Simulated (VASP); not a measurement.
A run of VASP 6.6.1 is set up as follows.

Contents of INCAR:

```
PREC = Accurate
ENCUT = 500
EDIFF = 1E-7
ISMEAR = 0
SIGMA = 0.1
LREAL = F
LASPH = T
NELM = 120
ALGO = Normal
ISIF = 3
LWAVE = F
LCHARG = F
GGA = CA
IBRION = 2
NSW = 80
EDIFFG = -0.02
PSTRESS = 150.0
GGA_COMPAT = F
NELMIN = 4
```

Contents of KPOINTS:

```
regular mesh
0
Gamma
  5 5 5
```

POSCAR

```
Bi
1.0
    3.3800000000      0.0000000000      0.0000000000
    0.0000000000      3.3800000000      0.0000000000
    0.0000000000      0.0000000000      3.3800000000
Bi
1
Direct
    0.0000000000      0.0000000000      0.0000000000
```

Potentials or basis: VASP PAW LDA potentials, release 64 (Bi_d).

The run is started by

```console
$ cat potpaw_LDA.64/Bi_d/POTCAR > POTCAR
$ mpirun -np 1 vasp_std > vasp.out
```

Q: What does it give for the relaxed cell?

A: a = 3.017 Å, b = 3.017 Å, c = 3.017 Å, α = 90.00°, β = 90.00°, γ = 90.00°.

Q: Estimate the relaxed volume.

A: 27.45 Å³/atom.

Q: Predict the space group after relaxing (to 0.05 Å).

A: Pm-3m (No. 221).

Step by step:
```csv
step,energy change (eV),largest force (eV/Å),pressure (GPa),volume (Å³)
1,0.0000,0.0000,-6.22,38.61
2,4.9455,0.0000,186.54,16.51
3,-0.0309,0.0000,9.31,28.94
4,0.0230,0.0000,12.14,28.13
5,0.0853,0.0000,15.12,27.40
6,0.0670,0.0000,14.28,27.60
7,0.0679,0.0000,14.29,27.59
8,0.0707,0.0000,14.47,27.56
9,0.0708,0.0000,14.45,27.56
10,0.0709,0.0000,14.46,27.55
11,0.0712,0.0000,14.47,27.55
12,0.0718,0.0000,14.48,27.54
13,0.0730,0.0000,14.52,27.53
14,0.0754,0.0000,14.68,27.50
15,0.0802,0.0000,14.89,27.45
```

Caveat: the k points lie up to 0.42 Å⁻¹ apart in the final cell; the cell is relaxed towards a set pressure, so the enthalpy falls and the energy may rise; the volume moved by over 15 % at a fixed basis, so the end points are rough.
